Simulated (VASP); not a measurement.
# KCl (P-1) in VASP: notebook

The runs below take KCl through single point, with PBE.

Program: VASP 6.6.1. These are calculated values, not measurements. Logs are shortened: lines on timing, memory, paths and dates and some standing lists are left out, and cuts for length are marked.

## 1. The cell of the first run

The typed cell holds 4 atoms: a = 4.566 Å, b = 4.566 Å, c = 8.000 Å, α = 69.84°, β = 69.84°, γ = 57.68°.

## 2. Single point, PBE (atoms displaced along a vibrational mode, the cell strained)

File INCAR:

```
  ALGO = Normal
  EDIFF = 1E-7
  ENCUT = 520
  GGA = PE
  ISIF = 2
  ISMEAR = 0
  LASPH = True
  LCHARG = False
  LREAL = False
  LWAVE = False
  NBANDS = 24
  NELM = 80
  PREC = Accurate
  SIGMA = 0.05
```

File KPOINTS:

```
k-points
0
Gamma
  6 6 6
```

File POSCAR:

```
KCl
1.0
    0.0000000000     -3.1153024831     -3.3387468480
   -3.1153024831      0.0000000000     -3.3387468480
    3.1153024831      3.1153024831     -6.6774936960
K Cl
2 2
Direct
   -0.0626836044      0.0808071280      0.0000000000
    0.5626836044      0.4191928720      0.5000000000
    0.7500000000      0.7500000000      0.7500000000
    0.2500000000      0.2500000000      0.2500000000
```

Potentials or basis: VASP PAW PBE potentials, release 64 (K_sv, Cl).

Command:

```bash
$ cat potpaw_PBE.64/K_sv/POTCAR potpaw_PBE.64/Cl/POTCAR > POTCAR
$ mpirun -np 1 vasp_std > vasp.out
```

OUTCAR:

```text
EDIFF = 1E-7
   ENCUT = 520
   GGA = PE
   ISIF = 2
   ISMEAR = 0
   LASPH = True
   LREAL = False
   NELM = 80
   PREC = Accurate

 ion  position               nearest neighbor table
   1  0.937  0.081  0.000-   3 2.87   4 2.93
   2  0.563  0.419  0.500-   3 2.87   4 2.93
   3  0.750  0.750  0.750-   2 2.87   1 2.87
   4  0.250  0.250  0.250-   1 2.93   2 2.93

  LATTYP: Found a base centered monoclinic cell.
 ALAT       =     7.9999463237
 B/A-ratio  =     0.5507165729
 C/A-ratio  =     1.0000000000
 COS(beta)  =    -0.3934225127

  Lattice vectors:

 A1 = (   0.0000000000,   3.1153024831,   3.3387468480)
 A2 = (   3.1153024831,   0.0000000000,   3.3387468480)
 A3 = (   3.1153024831,   3.1153024831,  -6.6774936960)

Analysis of symmetry for initial positions (statically):
=====================================================================
 Subroutine PRICEL returns:
 Original cell was already a primitive cell.

 Routine SETGRP: Setting up the symmetry group for a
 base centered monoclinic supercell.

 Subroutine GETGRP returns: Found  2 space group operations
 (whereof  1 operations were pure point group operations)
 out of a pool of  4 trial point group operations.

The static configuration has the point symmetry C_1 .
 The point group associated with its full space group is S_2 .

Analysis of symmetry for dynamics (positions and initial velocities):
=====================================================================
 Subroutine PRICEL returns:
 Original cell was already a primitive cell.

 Routine SETGRP: Setting up the symmetry group for a
 base centered monoclinic supercell.

 Subroutine GETGRP returns: Found  2 space group operations
 (whereof  1 operations were pure point group operations)
 out of a pool of  4 trial point group operations.

The dynamic configuration has the point symmetry C_1 .
 The point group associated with its full space group is S_2 .

 Subroutine INISYM returns: Found  2 space group operations
 (whereof  1 operations are pure point group operations),
 and found     1 'primitive' translations

----------------------------------------------------------------------------------------

                                     Primitive cell

  volume of cell :     129.6116

  direct lattice vectors                    reciprocal lattice vectors
     0.000000000 -3.115302483 -3.338746848     0.080249029 -0.240747088 -0.074878393
    -3.115302483  0.000000000 -3.338746848    -0.240747088  0.080249029 -0.074878393
     3.115302483  3.115302483 -6.677493696     0.080249029  0.080249029 -0.074878393

  length of vectors
     4.566436256  4.566436256  7.999946324     0.264586169  0.264586169  0.135965390

  position of ions in fractional coordinates (direct lattice)
     0.937316396  0.080807128  0.000000000
     0.562683604  0.419192872  0.500000000
     0.750000000  0.750000000  0.750000000
     0.250000000  0.250000000  0.250000000

  ion indices of the primitive-cell ions
   primitive index   ion index
                 1           1
                 2           2
                 3           3
                 4           4

----------------------------------------------------------------------------------------

 KPOINTS: k-points

Automatic generation of k-mesh.
 Grid dimensions read from file:
 generate k-points for:    6    6    6

 Generating k-lattice:

  Cartesian coordinates                     Fractional coordinates (reciprocal lattice)
     0.013374838 -0.040124515 -0.012479732     0.166666667  0.000000000 -0.000000000
    -0.040124515  0.013374838 -0.012479732     0.000000000  0.166666667 -0.000000000
     0.013374838  0.013374838 -0.012479732     0.000000000  0.000000000  0.166666667

  Length of vectors
     0.044097695  0.044097695  0.022660898

  Shift w.r.t. Gamma in fractional coordinates (k-lattice)
     0.000000000  0.000000000  0.000000000

 Subroutine IBZKPT returns following result:
 ===========================================

 Found    112 irreducible k-points:

 Following reciprocal coordinates:
            Coordinates               Weight
  0.000000  0.000000  0.000000      1.000000
  0.166667  0.000000 -0.000000      2.000000
  0.000000 -0.166667  0.000000      2.000000
  0.333333  0.000000  0.000000      2.000000
 -0.000000 -0.333333 -0.000000      2.000000
  0.500000  0.000000  0.000000      1.000000
[... 16 lines left out ...]
 -0.000000 -0.166667 -0.166667      2.000000
  0.333333  0.000000  0.166667      2.000000
 [... further k-points ...]
   k-points           NKPTS =    112   k-points in BZ     NKDIM =    112   number of bands    NBANDS=     24
   number of dos      NEDOS =    301   number of ions     NIONS =      4
   total plane-waves  NPLWV =  77760
   dimension x,y,z NGX =    36 NGY =   36 NGZ =   60
   dimension x,y,z NGXF=    72 NGYF=   72 NGZF=  120
   ions per type =               2   2
   NGX,Y,Z   is equivalent  to a cutoff of  13.11, 13.11, 12.47 a.u.
   NGXF,Y,Z  is equivalent  to a cutoff of  26.21, 26.21, 24.94 a.u.
 SYSTEM =  unknown system
   PREC   = accura    normal or accurate (medium, high low for compatibility)
   ISTART =      0    job   : 0-new  1-cont  2-samecut
   ICHARG =      2    charge: 1-file 2-atom 10-const
   ISPIN  =      1    spin polarized calculation?
   LNONCOLLINEAR =      F non collinear calculations
   LSORBIT =      F    spin-orbit coupling
   LASPH  =      T    aspherical Exc in radial PAW
   ENCUT  =  520.0 eV  38.22 Ry    6.18 a.u.   8.49  8.49 14.87*2*pi/ulx,y,z
   NELM   =     80;   NELMIN=  2; NELMDL= -5     # of ELM steps
   EDIFF  = 0.1E-06   stopping-criterion for ELM
   LREAL  =      F    real-space projection
   EDIFFG = 0.1E-05   stopping-criterion for IOM
   NSW    =      0    number of steps for IOM
   IBRION =     -1    ionic relax: 0-MD 1-quasi-New 2-CG
   NFREE  =      0    steps in history (QN), initial steepest desc. (CG)
   ISIF   =      2    stress and relaxation
   ISYM   =      2    0-nonsym 1-usesym 2-fastsym
   POTIM  = 0.5000    time-step for ionic-motion
   TEBEG  =    0.0;   TEEND  =   0.0 temperature during run
   PSTRESS=    0.0 pullay stress
   NELECT =      32.0000    total number of electrons
   NUPDOWN=      -1.0000    fix difference up-down
   EMIN   =  10.00;   EMAX   =-10.00  energy-range for DOS
   EFERMI =   0.00;   METHOD = LEGACY
   ISMEAR =     0;   SIGMA  =   0.05  broadening in eV -4-tet -1-fermi 0-gaus
   EFERMI_NEDOS =   21; number of points for ismear=-14 and -15
   IALGO  =     38    algorithm
   IMIX   =      4    mixing-type and parameters
     AMIX     =   0.40;   BMIX     =  1.00
     AMIX_MAG =   1.60;   BMIX_MAG =  1.00
  volume/ion in A,a.u.               =      32.40       218.67
  Fermi-wavevector in a.u.,A,eV,Ry     =   1.027015  1.940777 14.350883  1.054760
  Thomas-Fermi vector in A             =   2.160938
   LORBIT       =      0    0 simple, 1 ext, 2 COOP (PROOUT), +10 PAW based schemes
   GGA     = PE    functional components
   LHFCALC =     F    Hartree Fock is set to
   AEXX    =    0.0000 exact exchange contribution
   IVDW    =     0    specifies the selected vdW correction
   LEPSILON=     F    determine dielectric tensor
   LRPA    =     F    only Hartree local field effects (RPA)
 non-spin polarized calculation
 Gauss-broadening in eV      SIGMA  =   0.05
  energy-cutoff  :      520.00
  volume of cell :      129.61
 maximum number of plane-waves:      3513
 NGX is ok and might be reduce to    36
   NGX = 17   NGY = 17   NGZ = 29

 number of electron      32.0000000 magnetization

 Free energy of the ion-electron system (eV)
  ---------------------------------------------------
  ext. energy  EPLUGINS =         0.00000000
  ---------------------------------------------------
  free energy    TOTEN  =       -13.40415015 eV

  energy without entropy =      -13.40415015  energy(sigma->0) =      -13.40415015

 E-fermi :  -1.7812     XC(G=0):  -7.3562

 val. band max:       -1.9920519224   @ k =   0.0000   0.0000   0.0000
 cond. band min:       3.0282996843   @ k =   0.0000   0.0000   0.0000
 fundamental gap:      5.0203516067
 Fermi energy:        -1.7811593031

 k-point     1 :       0.0000    0.0000    0.0000
  band No.  band energies     occupation
      1     -29.2456      2.00000
      2     -29.2354      2.00000
      3     -14.3372      2.00000
      4     -14.1270      2.00000
      5     -12.7439      2.00000
      6     -12.7313      2.00000
[... 16 lines left out ...]
     23       7.0770      0.00000
     24       7.5146      0.00000

 k-point     2 :       0.1667    0.0000   -0.0000
  band No.  band energies     occupation
      1     -29.2434      2.00000
      2     -29.2345      2.00000
      3     -14.2838      2.00000
      4     -14.1736      2.00000
      5     -12.7558      2.00000
      6     -12.7524      2.00000
[... 16 lines left out ...]
     23       7.3379      0.00000
     24       7.7823      0.00000

 k-point     3 :       0.0000   -0.1667    0.0000
  band No.  band energies     occupation
      1     -29.2434      2.00000
      2     -29.2344      2.00000
      3     -14.2845      2.00000
      4     -14.1720      2.00000
      5     -12.7617      2.00000
      6     -12.7472      2.00000
[... 16 lines left out ...]
     23       7.3035      0.00000
     24       7.8311      0.00000

 k-point     4 :       0.3333    0.0000    0.0000
  band No.  band energies     occupation
      1     -29.2387      2.00000
      2     -29.2329      2.00000
      3     -14.2376      2.00000
      4     -14.1874      2.00000
      5     -12.8114      2.00000
      6     -12.7670      2.00000
[... 16 lines left out ...]
     23       7.8469      0.00000
     24       8.0817      0.00000

 k-point     5 :      -0.0000   -0.3333   -0.0000
  band No.  band energies     occupation
      1     -29.2391      2.00000
      2     -29.2325      2.00000
      3     -14.2493      2.00000
      4     -14.1721      2.00000
      5     -12.8151      2.00000
      6     -12.7585      2.00000
[... 451 lines left out ...]
 k-point    22 :       0.1667    0.0000    0.1667
  band No.  band energies     occupation
      1     -29.2433      2.00000
      2     -29.2345      2.00000
      3     -14.2850      2.00000
      4     -14.1728      2.00000
      5     -12.7539      2.00000
      6     -12.7470      2.00000
[... 16 lines left out ...]
     23       7.3557      0.00000
     24       7.6872      0.00000

 k-point    23 :      -0.0000   -0.1667   -0.1667
  band No.  band energies     occupation
      1     -29.2433      2.00000
      2     -29.2346      2.00000
      3     -14.2881      2.00000
      4     -14.1680      2.00000
      5     -12.7551      2.00000
      6     -12.7483      2.00000
[... 16 lines left out ...]
     23       7.3869      0.00000
     24       7.6896      0.00000

 k-point    24 :       0.3333    0.0000    0.1667
  band No.  band energies     occupation
      1     -29.2390      2.00000
      2     -29.2325      2.00000
      3     -14.2558      2.00000
      4     -14.1672      2.00000
      5     -12.8178      2.00000
      6     -12.7673      2.00000
[... 16 lines left out ...]
     23       7.7323      0.00000
     24       8.0696      0.00000

 [... further k-points ...]
[... 5 lines left out ...]
  --------------------------------------------------------------------------------------
  -------------------------------------------------------------------------------------
  Total        2.0045001      1.4310232     -0.7311770      0.3298130      0.0006867     -0.0898712
  in kB       24.7783703     17.6894094     -9.0383501      4.0769408      0.0084882     -1.1109310
  external PRESSURE =      11.1431432 kB  Pullay stress =       0.0000000 kB

 VOLUME and BASIS-vectors are now :
 -----------------------------------------------------------------------------
  energy-cutoff  :      520.00
  volume of cell :      129.61
      direct lattice vectors                 reciprocal lattice vectors
     0.000000000 -3.115302483 -3.338746848     0.080249029 -0.240747088 -0.074878393
    -3.115302483  0.000000000 -3.338746848    -0.240747088  0.080249029 -0.074878393
     3.115302483  3.115302483 -6.677493696     0.080249029  0.080249029 -0.074878393

 POSITION                                       TOTAL-FORCE (eV/Angst)
 -----------------------------------------------------------------------------------
     -0.25174     -2.92002     -3.39926         0.481989     -0.329308      0.019887
      0.25174     -0.19528     -6.61698        -0.481989      0.329308     -0.019887
      0.00000      0.00000    -10.01624         0.000000     -0.000000     -0.000000
      0.00000      0.00000     -3.33875         0.000000     -0.000000     -0.000000
 -----------------------------------------------------------------------------------
    total drift:                                0.000000      0.000000      0.000000

  FREE ENERGIE OF THE ION-ELECTRON SYSTEM (eV)
  ---------------------------------------------------
  free  energy   TOTEN  =       -13.4041501534 eV

  energy  without entropy=      -13.4041501534  energy(sigma->0) =      -13.40415015
```

Wall time 2.9 min (1 thread of AMD EPYC 9R45 (Zen 5), shared host); peak memory 0.41 GiB.

What came out:

| Property | Result |
| --- | --- |
| Free energy | -13.4042 eV |
| Pressure | 1.1 GPa |
| Largest force | 0.584 eV/Å |
| Band gap on the k mesh | 5.02 eV |

Forces in eV/Å, atoms in the order of the input:
```
K    0.482 -0.329  0.020
K   -0.482  0.329 -0.020
Cl   0.000  0.000  0.000
Cl   0.000  0.000  0.000
```

Caveat: the cell differs from its parent crystal (atoms displaced along a vibrational mode, the cell strained). A k mesh can miss the band edges.

## 3. Single point, PBE (atoms displaced along a vibrational mode)

File INCAR:

```
PREC = Accurate
ENCUT = 520
EDIFF = 1E-6
ISMEAR = 0
SIGMA = 0.05
LREAL = F
LASPH = T
NELM = 80
ALGO = Normal
ISIF = 2
LWAVE = F
LCHARG = F
GGA = PE
NBANDS = 24
```

File KPOINTS:

```
Automatic mesh
0
Gamma
  6 6 6
```

File POSCAR:

```
KCl
1.0
    0.0000000000     -3.1897839381     -3.1897839381
   -3.1897839381      0.0000000000     -3.1897839381
    3.1897839381      3.1897839381     -6.3795678762
K Cl
2 2
Direct
   -0.0626836044      0.0808071280      0.0000000000
    0.5626836044      0.4191928720      0.5000000000
    0.7500000000      0.7500000000      0.7500000000
    0.2500000000      0.2500000000      0.2500000000
```

Potentials or basis: VASP PAW PBE potentials, release 64 (K_sv, Cl).

Command:

```bash
$ cat potpaw_PBE.64/K_sv/POTCAR potpaw_PBE.64/Cl/POTCAR > POTCAR
$ mpirun -np 1 vasp_std > vasp.out
```

Run time: 2.5 min. Hardware: 1 thread of AMD EPYC 9R45 (Zen 5), shared host; peak memory 0.42 GiB.

The run converged. Its results:

```
Free energy            : -13.4817 eV
Pressure               : 0.7 GPa
Largest force          : 0.439 eV/Å
Band gap on the k mesh : 5.04 eV
```

Forces on the atoms (eV/Å):
```
K    0.358 -0.248  0.061
K   -0.358  0.248 -0.061
Cl   0.000  0.000  0.000
Cl   0.000  0.000  0.000
```

Stress tensor (GPa, compression positive):
```
 1.34  0.31 -0.12
 0.31  0.77  0.00
-0.12  0.00  0.04
```

Levels at points of the mesh, in eV from the valence-band top:
| k point | band 12 | band 13 | band 14 | band 15 | band 16 | band 17 | band 18 | band 19 | band 20 | band 21 |
| --- | --- | --- | --- | --- | --- | --- | --- | --- | --- | --- |
| (0.00, 0.00, 0.00) | -0.30 | -0.28 | -0.03 | -0.02 | 0.00 | 5.04 | 7.31 | 8.21 | 8.38 | 8.44 |
| (0.50, 0.00, 0.00) | -0.70 | -0.39 | -0.36 | -0.31 | -0.20 | 7.38 | 7.39 | 7.97 | 8.15 | 9.70 |
| (0.00, 0.50, 0.00) | -0.69 | -0.40 | -0.36 | -0.33 | -0.20 | 7.38 | 7.41 | 7.95 | 8.17 | 9.61 |
| (0.50, 0.50, 0.50) | -0.71 | -0.37 | -0.36 | -0.26 | -0.23 | 7.38 | 7.38 | 8.03 | 8.09 | 9.83 |
| (0.50, 0.50, 0.00) | -0.63 | -0.31 | -0.30 | -0.22 | -0.18 | 6.66 | 7.34 | 8.06 | 8.43 | 9.83 |
| (0.00, 0.50, 0.50) | -0.61 | -0.34 | -0.31 | -0.23 | -0.18 | 6.59 | 7.46 | 8.20 | 8.51 | 9.49 |
| (0.50, 0.00, 0.50) | -0.62 | -0.32 | -0.31 | -0.23 | -0.17 | 6.62 | 7.41 | 8.13 | 8.48 | 9.61 |
| (0.00, 0.00, 0.50) | -0.56 | -0.22 | -0.21 | -0.10 | -0.08 | 6.24 | 6.25 | 7.96 | 7.97 | 9.10 |

Caveat: the cell differs from its parent crystal (atoms displaced along a vibrational mode). A k mesh can miss the band edges.
